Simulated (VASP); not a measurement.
# SnSe: single point with PBEsol

SnSe:

```xyz
2
Lattice="0.0000 2.8844 2.8844 2.8844 0.0000 2.8844 2.8844 2.8844 0.0000" Properties=species:S:1:pos:R:3 pbc="T T T"
Sn    0.0000    0.0000    0.0000
Se    2.8844    2.8844    2.8844
```

```yaml
Program: VASP 6.6.1
Task: single point
Functional: PBEsol
Potentials_or_basis: VASP PAW PBE potentials, release 64 (Sn_d, Se)
Cutoff: 520 eV
k_mesh: 6 × 6 × 6
Occupations: methfessel-paxton, width 0.1 eV
Spin: no spin polarisation
Dipole_correction: no
Further_INCAR_settings: ALGO = Normal; EDIFF = 1e-06; NBANDS = 17
```

```
Pressure               : 5.8 GPa
Band gap on the k mesh : 1.23 eV, indirect (least direct gap 1.27 eV)
```

Levels at points of the mesh, in eV from the valence-band top:
| k point | band 7 | band 8 | band 9 | band 10 | band 11 | band 12 | band 13 | band 14 |
| --- | --- | --- | --- | --- | --- | --- | --- | --- |
| (0.00, 0.00, 0.00) | -4.49 | -2.41 | -2.41 | -2.41 | 4.94 | 4.94 | 4.94 | 5.81 |
| (0.50, 0.00, 0.00) | -8.65 | -2.13 | -2.13 | -0.02 | 1.25 | 1.27 | 1.27 | 8.65 |
| (0.50, 0.50, 0.00) | -6.28 | -5.92 | -4.13 | -4.13 | 2.63 | 6.23 | 6.23 | 6.94 |

Wall time 9 s on 1 thread of Intel(R) Xeon(R) Platinum 8559C (Emerald Rapids) (shared host), peak memory 0.17 GiB.

Caveat: the PAW data sets were made with another functional, which shifts forces and pressure a little; spin-orbit coupling is left out, which moves the levels of the heavy elements. A k mesh can miss the band edges.
